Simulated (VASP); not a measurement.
NaCl, 2 atoms in the cell. The structure is cubic, space group Pm-3m (No. 221). The conventional cell has a = 3.525 Å, b = 3.525 Å, c = 3.525 Å, α = 90.00°, β = 90.00°, γ = 90.00°. Within 4.0 Å of Cl (site symmetry m-3m) lie 8 Na at 3.05 Å and 6 Cl at 3.53 Å. Within 4.0 Å of Na (site symmetry m-3m) lie 8 Cl at 3.05 Å and 6 Na at 3.53 Å. 

- Program: VASP 6.6.1
- Task: single point
- Functional: LDA
- Potentials or basis: VASP PAW LDA potentials, release 64 (Cl, Na_pv)
- Cutoff: 520 eV
- k mesh: 8 × 8 × 8
- Occupations: fermi-dirac, width 0.05 eV
- Spin: no spin polarisation
- Dipole correction: no
- Further INCAR settings: ALGO = Normal; EDIFF = 1e-06; NBANDS = 14

Potentials or basis: VASP PAW LDA potentials, release 64 (Cl, Na_pv).

Command:

```bash
$ cat potpaw_LDA.64/Cl/POTCAR potpaw_LDA.64/Na_pv/POTCAR > POTCAR
$ mpirun -np 1 vasp_std > vasp.out
```

Hardware: 1 thread of AMD EPYC 7R43 64-Core Processor (Zen 3), on a shared host.

Question: How long does it take, and how much memory?

Answer: It took 15 s on 1 thread of AMD EPYC 7R43 64-Core Processor (Zen 3), with other jobs on the host, peak memory 0.11 GiB. Counts: scf iterations 11, k points 35.
